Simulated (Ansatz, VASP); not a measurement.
**One calculation of Te3Pt2Se, two programs**

The input INCAR:

```
SYSTEM = Te3Pt2Se
ALGO = Normal
EDIFF = 1E-6
EDIFFG = -0.01
ENCUT = 600
GGA = PE
IBRION = 2
ISIF = 3
ISMEAR = 0
LASPH = .True.
LCHARG = .False.
LREAL = .False.
LWAVE = .False.
NELM = 80
NSW = 100
PREC = Accurate
SIGMA = 0.1
```

The input KPOINTS:

```
k-points
0
Gamma
  6 6 6
  0 0 0
```

Contents of POSCAR:

```
Te3Pt2Se
1.0
    3.8083536828      2.1987540239      3.8111932934
   -3.8083536828      2.1987540239      3.8111932934
    0.0000000000     -4.3975080478      3.8111932934
Te Pt Se
3 2 1
Direct
    0.5000000000      0.5000000000      0.0000000000
    0.0000000000      0.5000000000      0.5000000000
    0.5000000000      0.0000000000      0.5000000000
    0.7936579744      0.7936579744      0.7936579744
    0.2063420256      0.2063420256      0.2063420256
    0.5000000000      0.5000000000      0.5000000000
```

Input for Ansatz:

```yaml
crystal:
  lattice:
    - [3.8083536828, 2.1987540239, 3.8111932934]
    - [-3.8083536828, 2.1987540239, 3.8111932934]
    - [0.0, -4.3975080478, 3.8111932934]
  atoms:
    - { symbol: Te, position: [0.5, 0.5, 0.0] }
    - { symbol: Te, position: [0.0, 0.5, 0.5] }
    - { symbol: Te, position: [0.5, 0.0, 0.5] }
    - { symbol: Pt, position: [0.7936579744, 0.7936579744, 0.7936579744] }
    - { symbol: Pt, position: [0.2063420256, 0.2063420256, 0.2063420256] }
    - { symbol: Se, position: [0.5, 0.5, 0.5] }
basis:
  ecutwfc: 420
kpoints:
  mp_grid: { grid: [6, 6, 6] }
hamiltonian:
  xc: pbe
scf:
  occupations: { method: gaussian, width: 0.1 }
output:
  forces: true
  stress: true
  eigenvalues: true
  write_density: true
  write_potential: true
  elf: true
  volumetric_format: npy
relax:
  adjacent_minimum: "off"
  f_tol: 0.01
  max_steps: 80
  cell: { stress_tol: 0.05 }
```

Alike in both runs: task relaxation of cell and atoms; functional PBE; k mesh 6 × 6 × 6; occupations gaussian, width 0.1 eV; no spin polarisation.

```csv
,VASP,Ansatz
version,VASP 6.6.1,Ansatz 0.2.0
potentials or method,"VASP PAW PBE potentials, release 64 (Te, Pt, Se), cutoff 600 eV","scalar-relativistic, plane waves, PAW"
valence electrons in the cell,44,100
```

```csv
,VASP,Ansatz,Ansatz less VASP
"gap on the k mesh at the Fermi level, each at its own relaxed structure (eV)",none,none,-
relaxed volume (Å³/atom),31.09,31.16,+0.067
relaxed cell length with the largest relative difference (Å),5.804,5.809,+0.0042
```

A gap of «none» marks a metal or a gap that the smearing closes. VASP's potentials hold 44 valence electrons a cell and Ansatz's 100, so a difference there can come from the potentials and not from the codes.

Spin-orbit coupling is off throughout.
